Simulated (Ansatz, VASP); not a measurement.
**One calculation of SrTe, two programs**

```
Sr Te
1.0
     6.71889    0.00000    0.00000
     0.00000   -6.71889    0.00000
     0.00000    0.00000   -6.71889
Sr Te
4 4
Direct
  0.50000 0.00000 0.00000
  0.00000 0.50000 0.00000
  0.00000 0.00000 0.50000
  0.50000 0.50000 0.50000
  0.00000 0.00000 0.00000
  0.50000 0.50000 0.00000
  0.50000 0.00000 0.50000
  0.00000 0.50000 0.50000
```

Alike in both runs: task relaxation of cell and atoms; functional PBE; k mesh 6 × 6 × 6; occupations gaussian, width 0.02 eV; no spin polarisation.

```csv
,VASP,Ansatz
version,VASP 6.6.1,Ansatz 0.2.0
potentials or method,"VASP PAW PBE potentials, release 64 (Sr_sv, Te), cutoff 500 eV","scalar-relativistic, plane waves, PAW"
valence electrons in the cell,64,104
```

|  | VASP | Ansatz | Ansatz less VASP |
| --- | --- | --- | --- |
| gap on the k mesh at the Fermi level, each at its own relaxed structure (eV) | 1.77 | 1.78 | +0.017 |
| relaxed volume (Å³/atom) | 38.02 | 37.91 | -0.103 |
| relaxed length of the cell vector where the two differ most in proportion (Å) | 6.725 | 6.719 | -0.0061 |

VASP's potentials hold 64 valence electrons a cell and Ansatz's 104, so a difference there can come from the potentials and not from the codes.

Neither program's run includes spin-orbit coupling.
